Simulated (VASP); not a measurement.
# SnTe (I4/mmm) in VASP: notebook

SnTe is run at these levels: PBE; tasks: single point.

Everything below comes from runs of VASP 6.6.1. Logs are shortened: lines on timing, memory, paths and dates and some standing lists are left out, and cuts for length are marked.

## Step 1: The cell of the first run

It takes space group I4/mmm (No. 139, tetragonal). The conventional cell has a = 4.330 Å, b = 4.330 Å, c = 6.502 Å, α = 90.00°, β = 90.00°, γ = 90.00°. Within 4.0 Å of Sn (site symmetry 4/mmm) lie 6 Te at 3.06 to 3.25 Å. Te (site symmetry 4/mmm) has 6 Sn at 3.06 to 3.25 Å within 4.0 Å.

## Step 2: Single point, PBE (strain -0.030 along x and y, +0.030 along z)

The input, INCAR:

```
PREC     = Accurate       # precision mode
ENCUT    = 520            # plane-wave cutoff, eV
EDIFF    = 1E-6           # SCF threshold, eV
ISMEAR   = 0              # smearing method
SIGMA    = 0.03           # smearing width, eV
LREAL    = False          # projectors in reciprocal space
LASPH    = True           # aspherical terms in the spheres
NELM     = 60             # most SCF steps
ALGO     = Normal         # electronic algorithm
ISIF     = 2              # what is computed and relaxed
LWAVE    = False          # write WAVECAR
LCHARG   = False          # write CHGCAR
GGA      = PE             # functional
NBANDS   = 17             # bands
```

The input, KPOINTS:

```
Automatic mesh
0
Gamma
  10 10 10
```

The input, POSCAR:

```
SnTe
1.0
    0.0000000000      3.0618050000      3.2511950000
    3.0618050000      0.0000000000      3.2511950000
    3.0618050000      3.0618050000      0.0000000000
Sn Te
1 1
Direct
    0.0000000000      0.0000000000      0.0000000000
    0.5000000000      0.5000000000      0.5000000000
```

Potentials or basis: VASP PAW PBE potentials, release 64 (Sn_d, Te).

The run is started by

```
$ cat potpaw_PBE.64/Sn_d/POTCAR potpaw_PBE.64/Te/POTCAR > POTCAR
$ mpirun -np 1 vasp_std > vasp.out
```

OUTCAR:

```text
PREC = Accurate
   ENCUT = 520
   EDIFF = 1E-6
   ISMEAR = 0
   LREAL = False
   LASPH = True
   NELM = 60
   ISIF = 2
   GGA = PE

 ion  position               nearest neighbor table
   1  0.000  0.000  0.000-   2 3.06   2 3.06   2 3.06   2 3.06   2 3.25   2 3.25
   2  0.500  0.500  0.500-   1 3.06   1 3.06   1 3.06   1 3.06   1 3.25   1 3.25

  LATTYP: Found a body centered tetragonal cell.
 ALAT       =     4.3300461563
 C/A-ratio  =     1.5016906899

  Lattice vectors:

 A1 = (  -3.0618050000,   0.0000000000,   3.2511950000)
 A2 = (   3.0618050000,   0.0000000000,   3.2511950000)
 A3 = (   0.0000000000,   3.0618050000,  -3.2511950000)

Analysis of symmetry for initial positions (statically):
=====================================================================
 Subroutine PRICEL returns:
 Original cell was already a primitive cell.

 Routine SETGRP: Setting up the symmetry group for a
 body centered tetragonal supercell.

 Subroutine GETGRP returns: Found 16 space group operations
 (whereof 16 operations were pure point group operations)
 out of a pool of 16 trial point group operations.

The static configuration has the point symmetry D_4h.

Analysis of symmetry for dynamics (positions and initial velocities):
=====================================================================
 Subroutine PRICEL returns:
 Original cell was already a primitive cell.

 Routine SETGRP: Setting up the symmetry group for a
 body centered tetragonal supercell.

 Subroutine GETGRP returns: Found 16 space group operations
 (whereof 16 operations were pure point group operations)
 out of a pool of 16 trial point group operations.

The dynamic configuration has the point symmetry D_4h.

 Subroutine INISYM returns: Found 16 space group operations
 (whereof 16 operations are pure point group operations),
 and found     1 'primitive' translations

----------------------------------------------------------------------------------------

                                     Primitive cell

  volume of cell :      60.9576

  direct lattice vectors                    reciprocal lattice vectors
     0.000000000  3.061805000  3.251195000    -0.163302366  0.163302366  0.153789607
     3.061805000  0.000000000  3.251195000     0.163302366 -0.163302366  0.153789607
     3.061805000  3.061805000  0.000000000     0.163302366  0.163302366 -0.153789607

  length of vectors
     4.465973442  4.465973442  4.330046156     0.277464535  0.277464535  0.277464535

  position of ions in fractional coordinates (direct lattice)
     0.000000000  0.000000000  0.000000000
     0.500000000  0.500000000  0.500000000

  ion indices of the primitive-cell ions
   primitive index   ion index
                 1           1
                 2           2

----------------------------------------------------------------------------------------

 KPOINTS: Automatic mesh

Automatic generation of k-mesh.
 Grid dimensions read from file:
 generate k-points for:   10   10   10

 Generating k-lattice:

  Cartesian coordinates                     Fractional coordinates (reciprocal lattice)
    -0.016330237  0.016330237  0.015378961     0.100000000  0.000000000  0.000000000
     0.016330237 -0.016330237  0.015378961     0.000000000  0.100000000  0.000000000
     0.016330237  0.016330237 -0.015378961     0.000000000  0.000000000  0.100000000

  Length of vectors
     0.027746454  0.027746454  0.027746454

  Shift w.r.t. Gamma in fractional coordinates (k-lattice)
     0.000000000  0.000000000  0.000000000

 Subroutine IBZKPT returns following result:
 ===========================================

 Found    102 irreducible k-points:

 Following reciprocal coordinates:
            Coordinates               Weight
  0.000000  0.000000  0.000000      1.000000
  0.100000 -0.000000  0.000000      8.000000
  0.200000 -0.000000  0.000000      8.000000
  0.300000  0.000000  0.000000      8.000000
  0.400000  0.000000  0.000000      8.000000
  0.500000 -0.000000  0.000000      4.000000
[... 16 lines left out ...]
  0.300000  0.300000  0.000000      2.000000
  0.400000  0.300000  0.000000      8.000000
 [... further k-points ...]
   k-points           NKPTS =    102   k-points in BZ     NKDIM =    102   number of bands    NBANDS=     17
   number of dos      NEDOS =    301   number of ions     NIONS =      2
   total plane-waves  NPLWV =  41472
   dimension x,y,z NGX =    36 NGY =   36 NGZ =   32
   dimension x,y,z NGXF=    72 NGYF=   72 NGZF=   64
   ions per type =               1   1
   NGX,Y,Z   is equivalent  to a cutoff of  13.40, 13.40, 12.29 a.u.
   NGXF,Y,Z  is equivalent  to a cutoff of  26.80, 26.80, 24.57 a.u.
 SYSTEM =  unknown system
   PREC   = accura    normal or accurate (medium, high low for compatibility)
   ISTART =      0    job   : 0-new  1-cont  2-samecut
   ICHARG =      2    charge: 1-file 2-atom 10-const
   ISPIN  =      1    spin polarized calculation?
   LNONCOLLINEAR =      F non collinear calculations
   LSORBIT =      F    spin-orbit coupling
   LASPH  =      T    aspherical Exc in radial PAW
   ENCUT  =  520.0 eV  38.22 Ry    6.18 a.u.   8.30  8.30  8.05*2*pi/ulx,y,z
   NELM   =     60;   NELMIN=  2; NELMDL= -5     # of ELM steps
   EDIFF  = 0.1E-05   stopping-criterion for ELM
   LREAL  =      F    real-space projection
   EDIFFG = 0.1E-04   stopping-criterion for IOM
   NSW    =      0    number of steps for IOM
   IBRION =     -1    ionic relax: 0-MD 1-quasi-New 2-CG
   NFREE  =      0    steps in history (QN), initial steepest desc. (CG)
   ISIF   =      2    stress and relaxation
   ISYM   =      2    0-nonsym 1-usesym 2-fastsym
   POTIM  = 0.5000    time-step for ionic-motion
   TEBEG  =    0.0;   TEEND  =   0.0 temperature during run
   PSTRESS=    0.0 pullay stress
   NELECT =      20.0000    total number of electrons
   NUPDOWN=      -1.0000    fix difference up-down
   EMIN   =  10.00;   EMAX   =-10.00  energy-range for DOS
   EFERMI =   0.00;   METHOD = LEGACY
   ISMEAR =     0;   SIGMA  =   0.03  broadening in eV -4-tet -1-fermi 0-gaus
   EFERMI_NEDOS =   21; number of points for ismear=-14 and -15
   IALGO  =     38    algorithm
   IMIX   =      4    mixing-type and parameters
     AMIX     =   0.40;   BMIX     =  1.00
     AMIX_MAG =   1.60;   BMIX_MAG =  1.00
  volume/ion in A,a.u.               =      30.48       205.68
  Fermi-wavevector in a.u.,A,eV,Ry     =   1.129125  2.133737 17.346393  1.274924
  Thomas-Fermi vector in A             =   2.265818
   LORBIT       =      0    0 simple, 1 ext, 2 COOP (PROOUT), +10 PAW based schemes
   GGA     = PE    functional components
   LHFCALC =     F    Hartree Fock is set to
   AEXX    =    0.0000 exact exchange contribution
   IVDW    =     0    specifies the selected vdW correction
   LEPSILON=     F    determine dielectric tensor
   LRPA    =     F    only Hartree local field effects (RPA)
 non-spin polarized calculation
 Gauss-broadening in eV      SIGMA  =   0.03
  energy-cutoff  :      520.00
  volume of cell :       60.96
 maximum number of plane-waves:      1656
 NGX is ok and might be reduce to    36
   NGX = 17   NGY = 17   NGZ = 17

 number of electron      20.0000002 magnetization

 Free energy of the ion-electron system (eV)
  ---------------------------------------------------
  ext. energy  EPLUGINS =         0.00000000
  ---------------------------------------------------
  free energy    TOTEN  =        -7.44842876 eV

  energy without entropy =       -7.44841484  energy(sigma->0) =       -7.44842180

 E-fermi :   7.3520     XC(G=0):  -9.6061

 val. band max:        7.3062828263   @ k =  -0.2000   0.2000   0.0000
 cond. band min:       7.4032894873   @ k =  -0.4000   0.1000   0.2000
 fundamental gap:      0.0970066609
 Fermi energy:         7.3519900860

 k-point     1 :       0.0000    0.0000    0.0000
  band No.  band energies     occupation
      1     -14.6391      2.00000
      2     -14.6248      2.00000
      3     -14.6248      2.00000
      4     -14.6170      2.00000
      5     -14.6087      2.00000
      6      -5.7321      2.00000
[... 9 lines left out ...]
     16      12.1540      0.00000
     17      13.4244      0.00000

 k-point     2 :       0.1000   -0.0000    0.0000
  band No.  band energies     occupation
      1     -14.6392      2.00000
      2     -14.6246      2.00000
      3     -14.6243      2.00000
      4     -14.6177      2.00000
      5     -14.6080      2.00000
      6      -5.6440      2.00000
[... 9 lines left out ...]
     16      12.3485      0.00000
     17      14.0160      0.00000

 k-point     3 :       0.2000   -0.0000    0.0000
  band No.  band energies     occupation
      1     -14.6397      2.00000
      2     -14.6241      2.00000
      3     -14.6236      2.00000
      4     -14.6190      2.00000
      5     -14.6062      2.00000
      6      -5.3888      2.00000
[... 9 lines left out ...]
     16      12.8904      0.00000
     17      15.3574      0.00000

 k-point     4 :       0.3000    0.0000    0.0000
  band No.  band energies     occupation
      1     -14.6406      2.00000
      2     -14.6246      2.00000
      3     -14.6235      2.00000
      4     -14.6185      2.00000
      5     -14.6036      2.00000
      6      -5.0025      2.00000
[... 9 lines left out ...]
     16      13.7555      0.00000
     17      16.9764      0.00000
[... 343 lines left out ...]
      1     -14.6396      2.00000
      2     -14.6243      2.00000
      3     -14.6242      2.00000
      4     -14.6210      2.00000
      5     -14.6013      2.00000
      6      -4.8344      2.00000
[... 9 lines left out ...]
     16      14.5441      0.00000
     17      15.8285      0.00000

 k-point    23 :       0.3000    0.3000    0.0000
  band No.  band energies     occupation
      1     -14.6495      2.00000
      2     -14.6180      2.00000
      3     -14.6180      2.00000
      4     -14.6145      2.00000
      5     -14.6110      2.00000
      6      -4.9099      2.00000
[... 9 lines left out ...]
     16      15.5982      0.00000
     17      15.5982      0.00000

 k-point    24 :       0.4000    0.3000    0.0000
  band No.  band energies     occupation
      1     -14.6511      2.00000
      2     -14.6172      2.00000
      3     -14.6170      2.00000
      4     -14.6143      2.00000
      5     -14.6106      2.00000
      6      -4.6413      2.00000
[... 9 lines left out ...]
     16      16.4310      0.00000
     17      16.7121      0.00000

 [... further k-points ...]
[... 5 lines left out ...]
  --------------------------------------------------------------------------------------
  -------------------------------------------------------------------------------------
  Total        2.6135940      2.6135940     -0.4993890      0.0000000      0.0000000     -0.0000000
  in kB       68.6942887     68.6942887    -13.1256706      0.0000000      0.0000000     -0.0000000
  external PRESSURE =      41.4209689 kB  Pullay stress =       0.0000000 kB

 VOLUME and BASIS-vectors are now :
 -----------------------------------------------------------------------------
  energy-cutoff  :      520.00
  volume of cell :       60.96
      direct lattice vectors                 reciprocal lattice vectors
     0.000000000  3.061805000  3.251195000    -0.163302366  0.163302366  0.153789607
     3.061805000  0.000000000  3.251195000     0.163302366 -0.163302366  0.153789607
     3.061805000  3.061805000  0.000000000     0.163302366  0.163302366 -0.153789607

 POSITION                                       TOTAL-FORCE (eV/Angst)
 -----------------------------------------------------------------------------------
      0.00000      0.00000      0.00000        -0.000000     -0.000000      0.000000
      3.06181      3.06181      3.25120         0.000000      0.000000     -0.000000
 -----------------------------------------------------------------------------------
    total drift:                               -0.000000      0.000000      0.000000

  FREE ENERGIE OF THE ION-ELECTRON SYSTEM (eV)
  ---------------------------------------------------
  free  energy   TOTEN  =        -7.4484287602 eV

  energy  without entropy=       -7.4484148418  energy(sigma->0) =       -7.44842180
```

Wall time 47 s (1 thread of Intel Xeon 6975P-C (Granite Rapids), shared host); peak memory 0.25 GiB.

What came out:

```yaml
Free_energy: -7.4484 eV
Pressure: 4.1 GPa
Band_gap_on_the_k_mesh: 0.10 eV, indirect (least direct gap 0.40 eV)
```

Levels at points of the mesh, in eV from the valence-band top:
| k point | band 8 | band 9 | band 10 | band 11 | band 12 | band 13 |
| --- | --- | --- | --- | --- | --- | --- |
| (0.00, 0.00, 0.00) | -2.45 | -2.45 | -1.82 | 2.47 | 3.90 | 3.90 |
| (0.50, 0.00, 0.00) | -2.01 | -1.80 | -0.17 | 0.23 | 0.36 | 0.44 |
| (0.50, 0.50, 0.00) | -5.71 | -3.80 | -3.80 | 2.16 | 5.23 | 5.23 |
| (0.50, 0.00, 0.50) | -5.84 | -4.29 | -3.60 | 2.01 | 4.19 | 5.78 |

Caveat: the cell differs from its parent crystal (strain -0.030 along x and y, +0.030 along z); spin-orbit coupling is left out, which moves the levels of the heavy elements.

## Step 3: Single point, PBE (strain +0.000 along x and y, -0.030 along z)

The input, INCAR:

```
SYSTEM = SnTe
PREC     = Accurate       ! precision mode
ENCUT    = 520            ! plane-wave cutoff, eV
EDIFF    = 1E-6           ! SCF threshold, eV
ISMEAR   = 0              ! smearing method
SIGMA    = 0.03           ! smearing width, eV
LREAL    = .False.        ! projectors in reciprocal space
LASPH    = .True.         ! aspherical terms in the spheres
NELM     = 80             ! most SCF steps
ALGO     = Normal         ! electronic algorithm
ISIF     = 2              ! what is computed and relaxed
LWAVE    = .False.        ! write WAVECAR
LCHARG   = .False.        ! write CHGCAR
GGA      = PE             ! functional
NBANDS   = 17             ! bands
```

The input, KPOINTS:

```
Automatic mesh
0
Gamma
  10 10 10
  0 0 0
```

The input, POSCAR:

```
SnTe
1.0
    0.0000000000      3.1565000000      3.0618050000
    3.1565000000      0.0000000000      3.0618050000
    3.1565000000      3.1565000000      0.0000000000
Sn Te
1 1
Direct
    0.0000000000      0.0000000000      0.0000000000
    0.5000000000      0.5000000000      0.5000000000
```

Potentials or basis: VASP PAW PBE potentials, release 64 (Sn_d, Te).

The run is started by

```
$ cat potpaw_PBE.64/Sn_d/POTCAR potpaw_PBE.64/Te/POTCAR > POTCAR
$ mpirun -np 1 vasp_std > vasp.out
```

It took 73 s on 1 thread of Intel Xeon 6975P-C (Granite Rapids), shared host; peak memory 0.27 GiB.

It converged, with:

```
Free energy            : -7.4956 eV
Pressure               : 3.7 GPa
Band gap on the k mesh : 0.23 eV, direct
```

Stress tensor (GPa, compression positive):
```
2.10 0.00 0.00
0.00 2.10 0.00
0.00 0.00 6.95
```

Levels at points of the mesh, in eV from the valence-band top:
| k point | band 6 | band 7 | band 8 | band 9 | band 10 | band 11 | band 12 | band 13 | band 14 | band 15 |
| --- | --- | --- | --- | --- | --- | --- | --- | --- | --- | --- |
| (0.00, 0.00, 0.00) | -12.96 | -4.53 | -2.40 | -2.06 | -2.06 | 3.19 | 3.19 | 3.98 | 4.68 | 4.68 |
| (0.50, 0.00, 0.00) | -11.61 | -8.44 | -1.87 | -1.80 | 0.00 | 0.23 | 0.30 | 0.48 | 7.88 | 8.72 |
| (0.50, 0.50, 0.00) | -11.17 | -6.58 | -5.76 | -3.88 | -3.88 | 2.06 | 5.01 | 5.01 | 6.96 | 9.10 |
| (0.50, 0.00, 0.50) | -11.34 | -6.37 | -5.70 | -3.98 | -3.62 | 2.15 | 4.73 | 5.57 | 6.47 | 9.05 |

Caveat: the cell differs from its parent crystal (strain +0.000 along x and y, -0.030 along z); spin-orbit coupling is left out, which moves the levels of the heavy elements.

## Step 4: Single point, PBE (strain +0.015 along x and y, -0.030 along z)

The input, INCAR:

```
SYSTEM = SnTe
ALGO = Normal ; EDIFF = 1E-6
ENCUT = 520 ; GGA = PE
ISIF = 2 ; ISMEAR = 0
LASPH = .TRUE. ; LCHARG = .FALSE.
LREAL = .FALSE. ; LWAVE = .FALSE.
NBANDS = 17 ; NELM = 60
PREC = Accurate ; SIGMA = 0.03
```

The input, KPOINTS:

```
k-points
0
G
  10 10 10
  0 0 0
```

The input, POSCAR:

```
SnTe
1.0
    0.0000000000      3.2038475000      3.0618050000
    3.2038475000      0.0000000000      3.0618050000
    3.2038475000      3.2038475000      0.0000000000
Sn Te
1 1
Direct
    0.0000000000      0.0000000000      0.0000000000
    0.5000000000      0.5000000000      0.5000000000
```

The run is started by

```
$ cat potpaw_PBE.64/Sn_d/POTCAR potpaw_PBE.64/Te/POTCAR > POTCAR
$ mpirun -np 1 vasp_std > vasp.out
```

Wall time 41 s (1 thread of Intel Xeon Platinum 8559C (Emerald Rapids), shared host); peak memory 0.27 GiB.

The run converged. Its results:

```
Free energy            : -7.5085 eV
Pressure               : 2.3 GPa
Band gap on the k mesh : 0.19 eV, direct
```

Stress tensor (GPa, compression positive):
```
0.08 0.00 0.00
0.00 0.08 0.00
0.00 0.00 6.67
```

Levels at points of the mesh, in eV from the valence-band top:
```tsv
k point	band 8	band 9	band 10	band 11	band 12	band 13
(0.00, 0.00, 0.00)	-2.42	-1.92	-1.92	3.02	3.02	4.17
(0.50, 0.00, 0.00)	-1.81	-1.71	0.00	0.19	0.33	0.60
(0.50, 0.50, 0.00)	-5.57	-3.75	-3.75	2.16	4.83	4.83
(0.50, 0.00, 0.50)	-5.47	-3.90	-3.38	2.29	4.42	5.65
```

Caveat: the cell differs from its parent crystal (strain +0.015 along x and y, -0.030 along z); spin-orbit coupling is left out, which moves the levels of the heavy elements.

(Part 1 of 2 ends here.)
